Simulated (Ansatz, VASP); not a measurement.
# InSe in VASP and in Ansatz

File INCAR:

```
PREC = Accurate
ENCUT = 520
EDIFF = 1E-6
ISMEAR = -1
SIGMA = 0.04
LREAL = F
LASPH = T
NELM = 60
ALGO = Normal
ISIF = 2
LWAVE = F
LCHARG = F
GGA = PE
NBANDS = 27
```

Contents of KPOINTS:

```
Automatic mesh
0
Gamma
  6 6 6
```

POSCAR

```
InSe
1.0
    2.0000000000      1.1547005384      8.4400000000
   -2.0000000000      1.1547005384      8.4400000000
    0.0000000000     -2.3094010768      8.4400000000
In Se
2 2
Direct
    0.8886000000      0.8886000000      0.8886000000
    0.0000000000      0.0000000000      0.0000000000
    0.1719000000      0.1719000000      0.1719000000
    0.3835000000      0.3835000000      0.3835000000
```

input.yaml

```yaml
crystal:
  lattice:
    - [2.0, 1.1547005384, 8.44]
    - [-2.0, 1.1547005384, 8.44]
    - [0.0, -2.3094010768, 8.44]
  atoms:
    - { symbol: In, position: [0.8886, 0.8886, 0.8886] }
    - { symbol: In, position: [0.0, 0.0, 0.0] }
    - { symbol: Se, position: [0.1719, 0.1719, 0.1719] }
    - { symbol: Se, position: [0.3835, 0.3835, 0.3835] }
kpoints:
  mp_grid: { grid: [6, 6, 6] }
scf:
  occupations: { method: fermi_dirac, width: 0.04 }
hamiltonian:
  xc: pbe
  pseudopotentials: { kind: all_electron, lapw: { basis_error: 0.002 } }
output:
  forces: true
  stress: true
  eigenvalues: true
```

Alike in both runs: task single point; functional PBE; k mesh 6 × 6 × 6; occupations fermi-dirac, width 0.04 eV; no spin polarisation.

|  | VASP | Ansatz |
| --- | --- | --- |
| version | VASP 6.6.1 | Ansatz 0.2.0 |
| potentials or method | VASP PAW PBE potentials, release 64 (In_d, Se), cutoff 520 eV | all-electron LAPW, scalar-relativistic |

VASP gave:

- gap on the k mesh at the Fermi level (eV): 0.43
- least direct gap on the mesh (eV): 0.43
- pressure (GPa): 2.8
- traceless stress, the component that is largest in VASP (GPa): -0.83
- rms of the force components (eV/Å): 0.186

Estimate Ansatz's values.

gap on the k mesh at the Fermi level (eV): 0.45; least direct gap on the mesh (eV): 0.45; pressure (GPa): 2.8; traceless stress, the component that is largest in VASP (GPa): -0.83; rms of the force components (eV/Å): 0.177.

Atom by atom the forces differ by 0.009 eV/Å (rms over components). Ansatz ran all-electron here, and VASP with PAW potentials.
